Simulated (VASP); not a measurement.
# Hg3Pt (Pm-3m) in VASP: notebook, part 2 of 2

VASP 6.6.1. The steps go on from the part before.

## Step 4: Single point, PBE

File INCAR:

```
SYSTEM = Hg3Pt
ALGO = Normal ; EDIFF = 1E-6
ENCUT = 520 ; GGA = PE
ISIF = 2 ; ISMEAR = 1
LASPH = .True. ; LCHARG = .False.
LREAL = .False. ; LWAVE = .False.
NBANDS = 31 ; NELM = 60
PREC = Accurate ; SIGMA = 0.1
```

File KPOINTS:

```
k-points
0
Gamma
  6 6 6
  0 0 0
```

File POSCAR:

```
Hg3Pt
1.0
    4.3442210000      0.0000000000      0.0000000000
    0.0000000000      4.3442210000      0.0000000000
    0.0000000000      0.0000000000      4.3442210000
Hg Pt
3 1
Direct
    0.5000000000      0.5000000000      0.0000000000
    0.5000000000      0.0000000000      0.5000000000
    0.0000000000      0.5000000000      0.5000000000
    0.0000000000      0.0000000000      0.0000000000
```

Potentials or basis: VASP PAW PBE potentials, release 64 (Hg, Pt).

Launch:

```bash
$ cat potpaw_PBE.64/Hg/POTCAR potpaw_PBE.64/Pt/POTCAR > POTCAR
$ mpirun -np 1 vasp_std > vasp.out
```

OUTCAR:

```text
SYSTEM = Hg3Pt
   EDIFF = 1E-6
   ENCUT = 520
   GGA = PE
   ISIF = 2
   ISMEAR = 1
   LASPH = .True.
   LREAL = .False.
   NELM = 60
   PREC = Accurate

 ion  position               nearest neighbor table
   1  0.500  0.500  0.000-   2 3.07   3 3.07   4 3.07   2 3.07   3 3.07   2 3.07   4 3.07   2 3.07
                             3 3.07   4 3.07   3 3.07   4 3.07
   2  0.500  0.000  0.500-   1 3.07   3 3.07   4 3.07   1 3.07   4 3.07   1 3.07   3 3.07   1 3.07
                             3 3.07   4 3.07   4 3.07   3 3.07
   3  0.000  0.500  0.500-   1 3.07   2 3.07   4 3.07   1 3.07   4 3.07   2 3.07   4 3.07   4 3.07
                             1 3.07   2 3.07   1 3.07   2 3.07
   4  0.000  0.000  0.000-   1 3.07   2 3.07   3 3.07   2 3.07   3 3.07   1 3.07   3 3.07   3 3.07
                             1 3.07   2 3.07   2 3.07   1 3.07

  LATTYP: Found a simple cubic cell.
 ALAT       =     4.3442210000

  Lattice vectors:

 A1 = (   4.3442210000,   0.0000000000,   0.0000000000)
 A2 = (   0.0000000000,   4.3442210000,   0.0000000000)
 A3 = (   0.0000000000,   0.0000000000,   4.3442210000)

Analysis of symmetry for initial positions (statically):
[... 170 lines left out ...]
  energy without entropy =       -5.76693893  energy(sigma->0) =       -5.76804304

 E-fermi :   4.6983     XC(G=0): -11.6791

 val. band max:        4.6736202576   @ k =   0.3333   0.1667   0.0000
 cond. band min:       4.7450555860   @ k =   0.5000   0.3333   0.3333
 fundamental gap:      0.0714353285
 Fermi energy:         4.6982562489

 k-point     1 :       0.0000    0.0000    0.0000
  band No.  band energies     occupation
      1      -5.1278      2.00000
      2      -3.9848      2.00000
      3      -3.7214      2.00000
      4      -3.7214      2.00000
      5      -3.7214      2.00000
      6      -3.4733      2.00000
[... 669 lines left out ...]
     30      17.9661      0.00000
     31      17.9661      0.00000

------------------------ aborting loop because EDIFF is reached ----------------------------------------

  FORCE on cell =-STRESS in cart. coord.  units (eV):
  Direction    XX          YY          ZZ          XY          YZ          ZX
  --------------------------------------------------------------------------------------
  -------------------------------------------------------------------------------------
  Total       -0.4037548     -0.4037548     -0.4037548      0.0000000     -0.0000000      0.0000000
  in kB       -7.8902816     -7.8902816     -7.8902816      0.0000000     -0.0000000      0.0000000
  external PRESSURE =      -7.8902816 kB  Pullay stress =       0.0000000 kB

 VOLUME and BASIS-vectors are now :
 -----------------------------------------------------------------------------
  energy-cutoff  :      520.00
  volume of cell :       81.99
      direct lattice vectors                 reciprocal lattice vectors
     4.344221000  0.000000000  0.000000000     0.230190867  0.000000000  0.000000000
     0.000000000  4.344221000  0.000000000     0.000000000  0.230190867  0.000000000
     0.000000000  0.000000000  4.344221000     0.000000000  0.000000000  0.230190867

 POSITION                                       TOTAL-FORCE (eV/Angst)
 -----------------------------------------------------------------------------------
      2.17211      2.17211      0.00000         0.000000      0.000000      0.000000
      2.17211      0.00000      2.17211         0.000000      0.000000      0.000000
      0.00000      2.17211      2.17211         0.000000      0.000000      0.000000
      0.00000      0.00000      0.00000         0.000000      0.000000      0.000000
 -----------------------------------------------------------------------------------
    total drift:                                0.000000     -0.000000     -0.000000

  FREE ENERGIE OF THE ION-ELECTRON SYSTEM (eV)
  ---------------------------------------------------
  free  energy   TOTEN  =        -5.7685950935 eV

  energy  without entropy=       -5.7669389330  energy(sigma->0) =       -5.76804304
```

stdout:

```text
POSCAR found type information on POSCAR HgPt
 POSCAR found :  2 types and       4 ions
 scaLAPACK will be used
 LDA part: xc-table for (Slater+PW92), standard interpolation
 POSCAR, INCAR and KPOINTS ok, starting setup
 FFT: planning ... GRIDC
 FFT: planning ... GRID_SOFT
 FFT: planning ... GRID
 WAVECAR not read
 entering main loop
```

It used 24 s of CPU time on 1 thread of AMD EPYC 7R13 Processor (Zen 3), with other jobs on the host.

What came out:

| Property | Result |
| --- | --- |
| Free energy | -5.7686 eV |
| Pressure | -0.8 GPa |
| Band gap on the k mesh | zero (band 23 reaches 5.89 eV, above the bottom of band 24 at 3.17 eV) |

Caveat: spin-orbit coupling is left out, which moves the levels of the heavy elements.

## Step 5: Single point, PBE

File INCAR:

```
SYSTEM = Hg3Pt
  PREC = Accurate
  ENCUT = 520
  EDIFF = 1E-6
  ISMEAR = 1
  SIGMA = 0.1
  LREAL = .FALSE.
  LASPH = .TRUE.
  NELM = 80
  ALGO = Normal
  ISIF = 2
  LWAVE = .FALSE.
  LCHARG = .FALSE.
  GGA = PE
  NBANDS = 31
```

File KPOINTS:

```
Automatic mesh
0
G
  7 7 7
  0 0 0
```

POSCAR is that of step 4.

Launch:

```bash
$ cat potpaw_PBE.64/Hg/POTCAR potpaw_PBE.64/Pt/POTCAR > POTCAR
$ mpirun -np 1 vasp_std > vasp.out
```

It used 25 s of CPU time on 1 thread of AMD EPYC 7R13 Processor (Zen 3), with other jobs on the host.

The run converged. Its results:

| Property | Result |
| --- | --- |
| Free energy | -5.7442 eV |
| Pressure | -0.9 GPa |
| Band gap on the k mesh | zero (band 23 reaches 6.04 eV, above the bottom of band 24 at 3.60 eV) |

Levels at points of the mesh, in eV from the Fermi level:
```csv
k point,band 21,band 22,band 23,band 24,band 25,band 26
"(0.00, 0.00, 0.00)",-1.57,-0.14,-0.14,-0.14,2.03,2.03
```

Caveat: spin-orbit coupling is left out, which moves the levels of the heavy elements.

## Step 6: The runs side by side

| level | potentials or basis | k mesh | smearing | gap on the mesh (eV) | pressure (GPa) |
| --- | --- | --- | --- | --- | --- |
| LDA | VASP PAW LDA potentials, release 64 (Hg, Pt) | 5 × 5 × 5 | fermi-dirac 0.1 eV | none | -9.7 |
| PBE | VASP PAW PBE potentials, release 64 (Hg, Pt) | 6 × 6 × 6 | methfessel-paxton 0.1 eV | none | -0.8 |
| PBE | VASP PAW PBE potentials, release 64 (Hg, Pt) | 7 × 7 × 7 | methfessel-paxton 0.1 eV | none | -0.9 |

Alike in all rows: task single point; no spin polarisation; cell as given; cutoff (eV) 520.

Caveats: spin-orbit coupling is left out, which moves the levels of the heavy elements.

Total energies depend on the potentials used, so only differences within one code and one set of settings carry meaning.
